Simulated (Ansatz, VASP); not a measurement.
## One calculation of Y3Si2F, two programs

The input INCAR:

```
PREC = Accurate
ENCUT = 520
EDIFF = 1E-7
ISMEAR = 0
SIGMA = 0.1
LREAL = F
LASPH = T
NELM = 100
ALGO = Normal
ISIF = 2
LWAVE = F
LCHARG = T
GGA = PE
LELF = T
LVHAR = T
NBANDS = 33
```

File KPOINTS:

```
Automatic mesh
0
Gamma
  6 6 4
```

The input POSCAR:

```
Y3Si2F
1.0
    5.6424048500      0.0000000000      0.0000000000
   -2.8212024300      4.8864659400      0.0000000000
    0.0000000000      0.0000000000      4.1673764600
Y Si F
3 2 1
Direct
    0.0000000000      0.5000000000      0.9950230700
    0.5000000000      0.0000000000      0.9950230700
    0.5000000000      0.5000000000      0.9950230700
    0.6666666700      0.3333333300      0.4961477200
    0.3333333300      0.6666666700      0.4961477200
    0.0000000000      0.0000000000      0.1926302600
```

Input for Ansatz:

```yaml
crystal:
  lattice:
    - [5.64240485, 0.0, 0.0]
    - [-2.82120243, 4.88646594, 0.0]
    - [0.0, 0.0, 4.16737646]
  atoms:
    - { symbol: "Y", position: [0.0, 0.5, 0.99502307] }
    - { symbol: "Y", position: [0.5, 0.0, 0.99502307] }
    - { symbol: "Y", position: [0.5, 0.5, 0.99502307] }
    - { symbol: Si, position: [0.66666667, 0.33333333, 0.49614772] }
    - { symbol: Si, position: [0.33333333, 0.66666667, 0.49614772] }
    - { symbol: F, position: [0.0, 0.0, 0.19263026] }
basis:
  ecutwfc: 420
kpoints:
  mp_grid: { grid: [6, 6, 4] }
hamiltonian:
  xc: pbe
scf:
  occupations: { method: gaussian, width: 0.1 }
  lower_state_search: "off"
output:
  forces: true
  stress: true
  eigenvalues: true
```

Change from the starting cell: species swapped into the NaSn2Pd3 type (P6mm, No. 183).

Alike in both runs: task single point; functional PBE; k mesh 6 × 6 × 4; occupations gaussian, width 0.1 eV; no spin polarisation.

|  | VASP | Ansatz |
| --- | --- | --- |
| version | VASP 6.6.1 | Ansatz 0.2.0 |
| potentials or method | VASP PAW PBE potentials, release 64 (Y_sv, Si, F), cutoff 520 eV | scalar-relativistic, plane waves, PAW |
| valence electrons in the cell | 48 | 48 |

Ansatz gave:

```
gap on the k mesh at the Fermi level (eV) : none
rms of the force components (eV/Å)        : 0.488
```

Task: What did VASP give for the same quantities?

Result: gap on the k mesh at the Fermi level (eV): none; rms of the force components (eV/Å): 0.487.

Atom by atom the forces differ by 0.002 eV/Å (rms over components). A gap of «none» marks a metal or a gap that the smearing closes. With one functional, cell and mesh, what is left measures potentials, basis and numerics.

The k mesh is coarse, so the values compare programs but aren't converged.
